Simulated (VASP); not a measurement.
Here is a VASP 6.6.1 calculation.

Contents of INCAR:

```
ALGO = Normal ; EDIFF = 1E-7
ENCUT = 520 ; GGA = PE
ISIF = 2 ; ISMEAR = -1
LASPH = True ; LCHARG = False
LREAL = False ; LWAVE = False
NBANDS = 36 ; NELM = 100
PREC = Accurate ; SIGMA = 0.05
```

File KPOINTS:

```
k-points
0
Gamma
  5 5 5
```

File POSCAR:

```
Na2CuBr2Cl2
1.0
    5.3156580000      0.0000000000      0.0000000000
    0.0000000000      5.3156580000      0.0000000000
    0.0000000000      0.0000000000      5.9918200000
Br Cu Cl Na
2 1 2 2
Direct
    0.5000000000      0.0000000000      0.0000000000
    0.0000000000      0.5000000000      0.0000000000
    0.5000000000      0.5000000000      0.0000000000
    0.5000000000      0.5000000000      0.5000000000
    0.0000000000      0.0000000000      0.5000000000
    0.5000000000      0.0000000000      0.5000000000
    0.0000000000      0.5000000000      0.5000000000
```

Potentials or basis: VASP PAW PBE potentials, release 64 (Br, Cu, Cl, Na_pv).

Run with:

```sh
$ cat potpaw_PBE.64/Br/POTCAR potpaw_PBE.64/Cu/POTCAR potpaw_PBE.64/Cl/POTCAR potpaw_PBE.64/Na_pv/POTCAR > POTCAR
$ mpirun -np 1 vasp_std > vasp.out
```

What does it give for the pressure?

-0.2 GPa.

Stress tensor (GPa, compression positive):
```
-0.33  0.00  0.00
 0.00 -0.33  0.00
 0.00  0.00  0.11
```

Caveat: an odd number of electrons without spin polarisation forces a metal; a magnetic or distorted state may lie lower.
